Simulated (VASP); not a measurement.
**Al2Au: single point with PBE**

The system is Al2Au.

```
Al Au
1.0
     3.03083    3.03083    0.00000
    -3.03083    3.03083    0.00000
     0.00000    0.00000    6.06167
Al Au
4 2
Direct
  0.50000 0.00000 0.25000
  0.00000 0.50000 0.75000
  0.50000 0.00000 0.75000
  0.00000 0.50000 0.25000
  0.50000 0.50000 0.50000
  0.00000 0.00000 0.00000
```

* Program: VASP 6.6.1
* Task: single point
* Functional: PBE
* Potentials or basis: VASP PAW PBE potentials, release 64 (Al, Au)
* Cutoff: 500 eV
* k mesh: 8 × 8 × 6
* Occupations: gaussian, width 0.1 eV
* Spin: no spin polarisation

| Quantity | Value |
| --- | --- |
| Pressure | -0.3 GPa |
| Band gap on the k mesh | zero (band 17 reaches 9.47 eV, above the bottom of band 18 at 5.31 eV) |

Levels at points of the mesh, in eV from the Fermi level:
```
           k point  band 14  band 15  band 16  band 17  band 18  band 19  band 20  band 21
(0.00, 0.00, 0.00)    -2.09    -2.09     1.03     1.97     2.03     2.89     2.89     2.89
(0.50, 0.00, 0.00)    -3.28    -2.67    -2.67     0.34     0.34     2.52     2.52     4.51
(0.50, 0.50, 0.00)    -4.98    -2.10    -2.10    -2.09    -2.09     1.03     1.03     2.03
(0.00, 0.00, 0.50)    -1.04    -0.43    -0.43    -0.43    -0.43     1.27     1.27     2.81
(0.50, 0.00, 0.50)    -5.39     0.32     0.32     0.32     0.32     3.17     3.17     3.30
(0.50, 0.50, 0.50)    -4.02    -4.02    -4.02    -2.19    -2.19     3.95     3.95     3.95
```

Wall time 2.3 min on 1 thread of Intel(R) Xeon(R) Platinum 8124M CPU @ 3.00GHz (Skylake/Cascade Lake), with other jobs on the host, peak memory 0.3 GiB.

Caveat: spin-orbit coupling is left out, which moves the levels of the heavy elements.
